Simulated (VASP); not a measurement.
# CoO (P-6m2) in VASP: single point with PBE

Aim: the single point of CoO with PBE.

All numbers are computed with VASP 6.6.1; they aren't measurements. Logs are shortened: lines on timing, memory, paths and dates and some standing lists are left out, and cuts for length are marked.

## Step 1: The cell of the first run

Symmetry: P-6m2, No. 187, hexagonal system. Conventional cell: a = 2.828 Å, b = 2.828 Å, c = 2.722 Å, α = 90.00°, β = 90.00°, γ = 120.00°. Within 2.9 Å of Co (site symmetry -6m2) lie 6 O at 2.13 Å and 8 Co at 2.72 to 2.83 Å. Within 2.9 Å of O (site symmetry -6m2) lie 6 Co at 2.13 Å and 8 O at 2.72 to 2.83 Å.

The cell was generated, and may not be a known phase.

## Step 2: Single point, PBE, collinear spin, ferromagnetic start

Input file INCAR:

```
PREC     = Accurate       # precision mode
ENCUT    = 600            # plane-wave cutoff, eV
EDIFF    = 1E-6           # SCF threshold, eV
ISMEAR   = 0              # smearing method
SIGMA    = 0.1            # smearing width, eV
LREAL    = F              # projectors in reciprocal space
LASPH    = T              # aspherical terms in the spheres
NELM     = 200            # most SCF steps
ALGO     = Normal         # electronic algorithm
ISIF     = 2              # what is computed and relaxed
LWAVE    = F              # write WAVECAR
LCHARG   = F              # write CHGCAR
ISPIN    = 2              # spin polarisation
MAGMOM   = 2.75 0.47      # initial moments
LORBIT   = 11             # projections on sites
LMAXMIX  = 4              # l up to which the mixer works
GGA      = PE             # functional
NBANDS   = 22             # bands
GGA_COMPAT= F
```

Input file KPOINTS:

```
regular mesh
0
Gamma
  24 24 20
```

Input file POSCAR:

```
CoO
1.0
    2.8284536862      0.0000000000      0.0000000000
   -1.4142268431      2.4495127457      0.0000000000
    0.0000000000      0.0000000000      2.7217183452
Co O
1 1
Direct
    0.3333333333      0.6666666667      0.5000000000
    0.0000000000      0.0000000000      0.0000000000
```

Potentials or basis: VASP PAW PBE potentials, release 64 (Co_sv, O).

Command:

```bash
> cat potpaw_PBE.64/Co_sv/POTCAR potpaw_PBE.64/O/POTCAR > POTCAR
> mpirun -np 1 vasp_std > vasp.out
```

OUTCAR:

```text
PREC = Accurate
   ENCUT = 600
   EDIFF = 1E-6
   ISMEAR = 0
   LREAL = F
   LASPH = T
   NELM = 200
   ISIF = 2
   ISPIN = 2
   LORBIT = 11
   GGA = PE

 ion  position               nearest neighbor table
   1  0.333  0.667  0.500-   2 2.13   2 2.13   2 2.13   2 2.13   2 2.13   2 2.13
   2  0.000  0.000  0.000-   1 2.13   1 2.13   1 2.13   1 2.13   1 2.13   1 2.13

  LATTYP: Found a hexagonal cell.
 ALAT       =     2.8284536862
 C/A-ratio  =     0.9622637127

  Lattice vectors:

 A1 = (   2.8284536862,   0.0000000000,   0.0000000000)
 A2 = (  -1.4142268431,   2.4495127457,   0.0000000000)
 A3 = (   0.0000000000,   0.0000000000,   2.7217183452)

Analysis of symmetry for initial positions (statically):
=====================================================================
 Subroutine PRICEL returns:
 Original cell was already a primitive cell.

 Routine SETGRP: Setting up the symmetry group for a
 hexagonal supercell.

 Subroutine GETGRP returns: Found 12 space group operations
 (whereof 12 operations were pure point group operations)
 out of a pool of 24 trial point group operations.

The static configuration has the point symmetry D_3h.

Analysis of symmetry for dynamics (positions and initial velocities):
=====================================================================
 Subroutine PRICEL returns:
 Original cell was already a primitive cell.

 Routine SETGRP: Setting up the symmetry group for a
 hexagonal supercell.

 Subroutine GETGRP returns: Found 12 space group operations
 (whereof 12 operations were pure point group operations)
 out of a pool of 24 trial point group operations.

The dynamic configuration has the point symmetry D_3h.

Analysis of structural, dynamic, and magnetic symmetry:
=====================================================================
 Subroutine PRICEL returns:
 Original cell was already a primitive cell.

 Routine SETGRP: Setting up the symmetry group for a
 hexagonal supercell.

 Subroutine GETGRP returns: Found 12 space group operations
 (whereof 12 operations were pure point group operations)
 out of a pool of 24 trial point group operations.

The overall configuration has the point symmetry D_3h.

 Subroutine INISYM returns: Found 12 space group operations
 (whereof 12 operations are pure point group operations),
 and found     1 'primitive' translations

[... 115 lines left out ...]
  volume/ion in A,a.u.               =       9.43        63.63
  Fermi-wavevector in a.u.,A,eV,Ry     =   1.749149  3.305412 41.627324  3.059522
  Thomas-Fermi vector in A             =   2.820118
   LORBIT       =     11    0 simple, 1 ext, 2 COOP (PROOUT), +10 PAW based schemes
   GGA     = PE    functional components
   LHFCALC =     F    Hartree Fock is set to
   AEXX    =    0.0000 exact exchange contribution
   IVDW    =     0    specifies the selected vdW correction
   LEPSILON=     F    determine dielectric tensor
   LRPA    =     F    only Hartree local field effects (RPA)
 spin polarized calculation
 Gauss-broadening in eV      SIGMA  =   0.10
  energy-cutoff  :      600.00
  volume of cell :       18.86
 maximum number of plane-waves:       648
 NGX is ok and might be reduce to    24
   NGX = 11   NGY = 11   NGZ = 11

 number of electron      23.0000002 magnetization       2.9996814

 Free energy of the ion-electron system (eV)
  ---------------------------------------------------
  ext. energy  EPLUGINS =         0.00000000
  ---------------------------------------------------
  free energy    TOTEN  =       -13.01326137 eV

  energy without entropy =      -12.99640694  energy(sigma->0) =      -13.00483415

 E-fermi :   9.2727     XC(G=0): -12.8646

 val. band max:        9.2725256657   @ k =   0.3333   0.1250   0.0000
 cond. band min:       9.2732273221   @ k =   0.3750   0.1250   0.3500
 fundamental gap:      0.0007016564
 Fermi energy:         9.2727251900

 spin component 1

 k-point     1 :       0.0000    0.0000    0.0000
  band No.  band energies     occupation
      1     -87.9747      1.00000
      2     -51.3881      1.00000
      3     -51.1011      1.00000
      4     -51.1011      1.00000
      5     -11.3110      1.00000
      6       4.2401      1.00000
[... 589 lines left out ...]
     21      38.3613      0.00000
     22      38.8363      0.00000

 [... further k-points ...]

 spin component 2

 k-point     1 :       0.0000    0.0000    0.0000
  band No.  band energies     occupation
      1     -84.8975      1.00000
      2     -48.2162      1.00000
      3     -48.1845      1.00000
      4     -48.1845      1.00000
      5     -10.6744      1.00000
      6       5.5345      1.00000
[... 589 lines left out ...]
     21      38.5343      0.00000
     22      39.5386      0.00000

 [... further k-points ...]

------------------------ aborting loop because EDIFF is reached ----------------------------------------

  FORCE on cell =-STRESS in cart. coord.  units (eV):
  Direction    XX          YY          ZZ          XY          YZ          ZX
  --------------------------------------------------------------------------------------
  -------------------------------------------------------------------------------------
  Total       -0.2811222     -0.2811222     -0.3000814      0.0000000      0.0000000      0.0000000
  in kB      -23.8854691    -23.8854691    -25.4963330      0.0000000      0.0000000      0.0000000
  external PRESSURE =     -24.4224238 kB  Pullay stress =       0.0000000 kB

 VOLUME and BASIS-vectors are now :
 -----------------------------------------------------------------------------
  energy-cutoff  :      600.00
  volume of cell :       18.86
      direct lattice vectors                 reciprocal lattice vectors
     2.828453686  0.000000000  0.000000000     0.353550070  0.204122228  0.000000000
    -1.414226843  2.449512746  0.000000000     0.000000000  0.408244457  0.000000000
     0.000000000  0.000000000  2.721718345     0.000000000  0.000000000  0.367414946

 POSITION                                       TOTAL-FORCE (eV/Angst)
 -----------------------------------------------------------------------------------
     -0.00000      1.63301      1.36086        -0.000000      0.000000      0.000000
      0.00000      0.00000      0.00000         0.000000      0.000000      0.000000
 -----------------------------------------------------------------------------------
    total drift:                                0.000000     -0.000000     -0.000000

  FREE ENERGIE OF THE ION-ELECTRON SYSTEM (eV)
  ---------------------------------------------------
  free  energy   TOTEN  =       -13.0132613670 eV

  energy  without entropy=      -12.9964069370  energy(sigma->0) =      -13.00483415

 total charge

# of ion       s       p       d       tot
------------------------------------------
    1        2.149   6.073   6.651  14.873
    2        1.560   3.408   0.000   4.968
--------------------------------------------------
tot          3.709   9.481   6.651  19.841

 magnetization (x)

# of ion       s       p       d       tot
------------------------------------------
    1        0.006   0.007   2.515   2.528
    2        0.026   0.371   0.000   0.397
--------------------------------------------------
tot          0.032   0.378   2.515   2.926
```

OSZICAR:

```text
N       E                     dE             d eps       ncg     rms          rms(c)
DAV:   1     0.290172057138E+03    0.29017E+03   -0.14360E+04 75788   0.284E+03
DAV:   2    -0.350617682379E+01   -0.29368E+03   -0.27926E+03 87136   0.718E+02
DAV:   3    -0.159069910402E+02   -0.12401E+02   -0.12330E+02 79544   0.129E+02
DAV:   4    -0.160409482200E+02   -0.13396E+00   -0.13391E+00 71486   0.117E+01
DAV:   5    -0.160460303768E+02   -0.50822E-02   -0.50821E-02 83066   0.243E+00    0.163E+01
DAV:   6    -0.151265465238E+02    0.91948E+00   -0.21614E+01 96438   0.932E+01    0.323E+01
DAV:   7    -0.130951400062E+02    0.20314E+01   -0.13584E+01 80386   0.694E+01    0.966E+00
DAV:   8    -0.130545351180E+02    0.40605E-01   -0.45787E-01 84318   0.950E+00    0.500E+00
DAV:   9    -0.130580960154E+02   -0.35609E-02   -0.34269E-01105224   0.964E+00    0.343E+00
DAV:  10    -0.130180299048E+02    0.40066E-01   -0.76775E-02 95026   0.539E+00    0.118E+00
DAV:  11    -0.130133974282E+02    0.46325E-02   -0.25353E-02 98774   0.268E+00    0.340E-01
DAV:  12    -0.130134899051E+02   -0.92477E-04   -0.27827E-03 89260   0.769E-01    0.289E-01
DAV:  13    -0.130132567969E+02    0.23311E-03   -0.16855E-03 95612   0.731E-01    0.902E-02
DAV:  14    -0.130132625854E+02   -0.57885E-05   -0.12868E-04 76586   0.128E-01    0.389E-02
DAV:  15    -0.130132584640E+02    0.41214E-05   -0.63035E-05100650   0.978E-02    0.181E-02
DAV:  16    -0.130132609201E+02   -0.24561E-05   -0.47576E-06 83740   0.372E-02    0.745E-03
DAV:  17    -0.130132613670E+02   -0.44692E-06   -0.85485E-07 43878   0.149E-02
   1 F= -.13013261E+02 E0= -.13004834E+02  d E =-.168544E-01  mag=     3.0001
```

stdout:

```text
POSCAR found type information on POSCAR CoO
 POSCAR found :  2 types and       2 ions
 scaLAPACK will be used
 LDA part: xc-table for (Slater+PW92), standard interpolation
 POSCAR, INCAR and KPOINTS ok, starting setup
 FFT: planning ... GRIDC
 FFT: planning ... GRID_SOFT
 FFT: planning ... GRID
 WAVECAR not read
 entering main loop
```

Wall time 4.1 min (1 thread of Intel Xeon 6975P-C (Granite Rapids), shared host); peak memory 0.56 GiB.

What came out:

| Quantity | Value |
| --- | --- |
| Free energy | -13.0133 eV |
| Pressure | -2.4 GPa |
| Band gap on the k mesh | zero (filled and empty bands overlap) |
| Net moment | 3.00 μB per cell |
| Site moments | Co +2.53; O +0.40 μB |
| Valence electrons inside the program's atomic spheres | Co 14.87; O 4.97 |

Stress tensor (GPa, compression positive):
```
-2.39  0.00  0.00
 0.00 -2.39  0.00
 0.00  0.00 -2.55
```

Caveat: a cell with one magnetic atom can't hold antiferromagnetic order, which such compounds often take; semilocal functionals often make such compounds metallic where correlation or magnetic order opens a gap, which also shifts bond lengths.
